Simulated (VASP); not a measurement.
# Ti: single point with LDA

The system is Ti.

```xyz
1
Lattice="0.0000 1.8745 2.1875 1.8745 0.0000 2.1875 1.8745 1.8745 0.0000" Properties=species:S:1:pos:R:3 pbc="T T T"
Ti    0.0000    0.0000    0.0000
```

This cell differs from its parent crystal: volume 15.372 Å^3 an atom, c/a of the conventional cell 1.1670.

* Program: VASP 6.6.1
* Task: single point
* Functional: LDA
* Potentials or basis: VASP PAW LDA potentials, release 64 (Ti_sv)
* Cutoff: 520 eV
* k mesh: 22 × 22 × 22
* Occupations: gaussian, width 0.15 eV
* Spin: no spin polarisation

```
Pressure               : 4.6 GPa
Band gap on the k mesh : zero (band 6 reaches 9.92 eV, above the bottom of band 7 at 8.62 eV)
```

Stress tensor (GPa, compression positive):
```
5.62 0.00 0.00
0.00 5.62 0.00
0.00 0.00 2.59
```

Levels at points of the mesh, in eV from the Fermi level:
| k point | band 2 | band 3 | band 4 | band 5 | band 6 | band 7 | band 8 | band 9 | band 10 | band 11 |
| --- | --- | --- | --- | --- | --- | --- | --- | --- | --- | --- |
| (0.00, 0.00, 0.00) | -31.85 | -31.78 | -31.78 | -6.17 | 0.07 | 1.61 | 1.61 | 1.84 | 3.67 | 16.50 |
| (0.50, 0.00, 0.00) | -32.87 | -32.04 | -31.81 | -2.79 | 0.16 | 1.26 | 1.59 | 3.94 | 4.40 | 9.74 |
| (0.50, 0.50, 0.00) | -32.71 | -31.98 | -31.98 | -2.94 | -1.82 | 1.78 | 4.31 | 4.45 | 4.45 | 10.27 |
| (0.50, 0.00, 0.50) | -32.79 | -32.41 | -32.08 | -2.97 | -1.96 | 3.84 | 3.95 | 4.74 | 5.14 | 11.67 |

It took 2.6 min on 1 thread of Intel(R) Xeon(R) Platinum 8488C (Sapphire Rapids), with other jobs on the host, peak memory 0.25 GiB.
